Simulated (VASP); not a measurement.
# As (I4_1/amd) in VASP: single point with PBE

Aim: the single point of As with PBE.

Program: VASP 6.6.1. These are calculated values, not measurements. Logs are shortened: lines on timing, memory, paths and dates and some standing lists are left out, and cuts for length are marked.

## Step 1: The cell of the first run

Symmetry: I4_1/amd, No. 141, tetragonal system. Conventional cell: a = 4.253 Å, b = 4.253 Å, c = 2.271 Å, α = 90.00°, β = 90.00°, γ = 90.00°. As (site symmetry -4m2) has 10 As at 2.20 to 2.72 Å within 2.9 Å.

## Step 2: Single point, PBE

The input, INCAR:

```
  PREC = Accurate
  ENCUT = 600
  EDIFF = 1E-6
  ISMEAR = -1
  SIGMA = 0.08
  LREAL = F
  LASPH = T
  NELM = 120
  ALGO = Normal
  ISIF = 2
  LWAVE = F
  LCHARG = F
  GGA = PE
  NBANDS = 22
  GGA_COMPAT = F
```

The input, KPOINTS:

```
Automatic mesh
0
Gamma
  19 19 19
```

The input, POSCAR:

```
As
1.0
   -2.1262961510      2.1262961510      1.1353674010
    2.1262961510     -2.1262961510      1.1353674010
    2.1262961510      2.1262961510     -1.1353674010
As
2
Direct
   -0.3750000000     -0.1250000000     -0.2500000000
    0.3750000000      0.1250000000      0.2500000000
```

Potentials or basis: VASP PAW PBE potentials, release 64 (As_d).

Command:

```console
$ cat potpaw_PBE.64/As_d/POTCAR > POTCAR
$ mpirun -np 1 vasp_std > vasp.out
```

OUTCAR:

```text
PREC = Accurate
   ENCUT = 600
   EDIFF = 1E-6
   ISMEAR = -1
   LREAL = F
   LASPH = T
   NELM = 120
   ISIF = 2
   GGA = PE

 ion  position               nearest neighbor table
   1  0.625  0.875  0.750-   2 2.20   2 2.20   2 2.20   2 2.20   2 2.72   2 2.72   2 2.72   2 2.72

   2  0.375  0.125  0.250-   1 2.20   1 2.20   1 2.20   1 2.20   1 2.72   1 2.72   1 2.72   1 2.72

  LATTYP: Found a body centered tetragonal cell.
 ALAT       =     4.2525923020
 C/A-ratio  =     0.5339648480

  Lattice vectors:

 A1 = (  -2.1262961510,   2.1262961510,   1.1353674010)
 A2 = (   2.1262961510,  -2.1262961510,   1.1353674010)
 A3 = (   2.1262961510,   2.1262961510,  -1.1353674010)

Analysis of symmetry for initial positions (statically):
=====================================================================
 Subroutine PRICEL returns:
 Original cell was already a primitive cell.

 Routine SETGRP: Setting up the symmetry group for a
 body centered tetragonal supercell.

 Subroutine GETGRP returns: Found 16 space group operations
 (whereof  4 operations were pure point group operations)
 out of a pool of 16 trial point group operations.

The static configuration has the point symmetry C_2h.
 The point group associated with its full space group is D_4h.

Analysis of symmetry for dynamics (positions and initial velocities):
=====================================================================
 Subroutine PRICEL returns:
 Original cell was already a primitive cell.

 Routine SETGRP: Setting up the symmetry group for a
 body centered tetragonal supercell.

 Subroutine GETGRP returns: Found 16 space group operations
 (whereof  4 operations were pure point group operations)
 out of a pool of 16 trial point group operations.

The dynamic configuration has the point symmetry C_2h.
 The point group associated with its full space group is D_4h.

 Subroutine INISYM returns: Found 16 space group operations
 (whereof  4 operations are pure point group operations),
 and found     1 'primitive' translations

----------------------------------------------------------------------------------------

                                     Primitive cell

  volume of cell :      20.5326

[... 80 lines left out ...]
   ISTART =      0    job   : 0-new  1-cont  2-samecut
   ICHARG =      2    charge: 1-file 2-atom 10-const
   ISPIN  =      1    spin polarized calculation?
   LNONCOLLINEAR =      F non collinear calculations
   LSORBIT =      F    spin-orbit coupling
   LASPH  =      T    aspherical Exc in radial PAW
   ENCUT  =  600.0 eV  44.10 Ry    6.64 a.u.   6.42  6.42  6.42*2*pi/ulx,y,z
   NELM   =    120;   NELMIN=  2; NELMDL= -5     # of ELM steps
   EDIFF  = 0.1E-05   stopping-criterion for ELM
   LREAL  =      F    real-space projection
   EDIFFG = 0.1E-04   stopping-criterion for IOM
   NSW    =      0    number of steps for IOM
   IBRION =     -1    ionic relax: 0-MD 1-quasi-New 2-CG
   NFREE  =      0    steps in history (QN), initial steepest desc. (CG)
   ISIF   =      2    stress and relaxation
   ISYM   =      2    0-nonsym 1-usesym 2-fastsym
   POTIM  = 0.5000    time-step for ionic-motion
   TEBEG  =    0.0;   TEEND  =   0.0 temperature during run
   PSTRESS=    0.0 pullay stress
   NELECT =      30.0000    total number of electrons
   NUPDOWN=      -1.0000    fix difference up-down
   EMIN   =  10.00;   EMAX   =-10.00  energy-range for DOS
   EFERMI =   0.00;   METHOD = LEGACY
   ISMEAR =    -1;   SIGMA  =   0.08  broadening in eV -4-tet -1-fermi 0-gaus
   EFERMI_NEDOS =   21; number of points for ismear=-14 and -15
   IALGO  =     38    algorithm
   IMIX   =      4    mixing-type and parameters
     AMIX     =   0.40;   BMIX     =  1.00
     AMIX_MAG =   1.60;   BMIX_MAG =  1.00
  volume/ion in A,a.u.               =      10.27        69.28
  Fermi-wavevector in a.u.,A,eV,Ry     =   1.857664  3.510477 46.952580  3.450917
  Thomas-Fermi vector in A             =   2.906281
   LORBIT       =      0    0 simple, 1 ext, 2 COOP (PROOUT), +10 PAW based schemes
   GGA     = PE    functional components
   LHFCALC =     F    Hartree Fock is set to
   AEXX    =    0.0000 exact exchange contribution
   IVDW    =     0    specifies the selected vdW correction
   LEPSILON=     F    determine dielectric tensor
   LRPA    =     F    only Hartree local field effects (RPA)
 non-spin polarized calculation
  energy-cutoff  :      600.00
  volume of cell :       20.53
 maximum number of plane-waves:       703
 NGX is ok and might be reduce to    28
   NGX = 13   NGY = 13   NGZ = 13

 number of electron      29.9999998 magnetization

 Free energy of the ion-electron system (eV)
  ---------------------------------------------------
  ext. energy  EPLUGINS =         0.00000000
  ---------------------------------------------------
  free energy    TOTEN  =        -1.15263063 eV

  energy without entropy =       -1.13918545  energy(sigma->0) =       -1.14590804

 E-fermi :  12.8078     XC(G=0): -15.0855

 val. band max:       12.8066843310   @ k =  -0.1053  -0.1579   0.0526
 cond. band min:      12.8164069513   @ k =  -0.2105  -0.2105   0.1579
 fundamental gap:      0.0097226203
 Fermi energy:        12.8078164414

 k-point     1 :       0.0000    0.0000    0.0000
  band No.  band energies     occupation
      1     -25.1533      2.00000
      2     -25.0073      2.00000
      3     -24.9739      2.00000
      4     -24.9364      2.00000
      5     -24.6218      2.00000
      6     -24.6218      2.00000
[... 589 lines left out ...]
     21      23.4712      0.00000
     22      28.0908      0.00000

 [... further k-points ...]

------------------------ aborting loop because EDIFF is reached ----------------------------------------

  FORCE on cell =-STRESS in cart. coord.  units (eV):
  Direction    XX          YY          ZZ          XY          YZ          ZX
  --------------------------------------------------------------------------------------
  -------------------------------------------------------------------------------------
  Total       28.3354372     28.3354372     28.3605511     -0.0000000      0.0000000      0.0000000
  in kB     2211.0399160   2211.0399160   2212.9995717     -0.0000000      0.0000000      0.0000000
  external PRESSURE =    2211.6931346 kB  Pullay stress =       0.0000000 kB

 VOLUME and BASIS-vectors are now :
 -----------------------------------------------------------------------------
  energy-cutoff  :      600.00
  volume of cell :       20.53
      direct lattice vectors                 reciprocal lattice vectors
    -2.126296151  2.126296151  1.135367401     0.000000000  0.235150687  0.440386081
     2.126296151 -2.126296151  1.135367401     0.235150687  0.000000000  0.440386081
     2.126296151  2.126296151 -1.135367401     0.235150687  0.235150687  0.000000000

 POSITION                                       TOTAL-FORCE (eV/Angst)
 -----------------------------------------------------------------------------------
      2.12630      1.06315      0.85153         0.000000      0.000000     -0.000000
      0.00000      1.06315      0.28384        -0.000000     -0.000000      0.000000
 -----------------------------------------------------------------------------------
    total drift:                                0.000000      0.000000     -0.000000

  FREE ENERGIE OF THE ION-ELECTRON SYSTEM (eV)
  ---------------------------------------------------
  free  energy   TOTEN  =        -1.1526306256 eV

  energy  without entropy=       -1.1391854543  energy(sigma->0) =       -1.14590804
```

It took 4.2 min on 1 thread of Intel Xeon Platinum 8259CL at 2.50GHz (Skylake/Cascade Lake), shared host; peak memory 0.35 GiB.

Results:

| Property | Result |
| --- | --- |
| Free energy | -1.1526 eV |
| Pressure | 221.2 GPa |
| Band gap on the k mesh | zero (bands 15 and 16 overlap by 8.41 eV) |

Stress tensor (GPa, compression positive):
```
221.10   0.00   0.00
  0.00 221.10   0.00
  0.00   0.00 221.30
```

Levels at points of the mesh, in eV from the Fermi level:
| k point | band 12 | band 13 | band 14 | band 15 | band 16 | band 17 | band 18 | band 19 |
| --- | --- | --- | --- | --- | --- | --- | --- | --- |
| (0.00, 0.00, 0.00) | -8.15 | -8.15 | -7.08 | -1.23 | 7.88 | 7.88 | 9.34 | 10.51 |

Caveat: the cell stands under pressure.
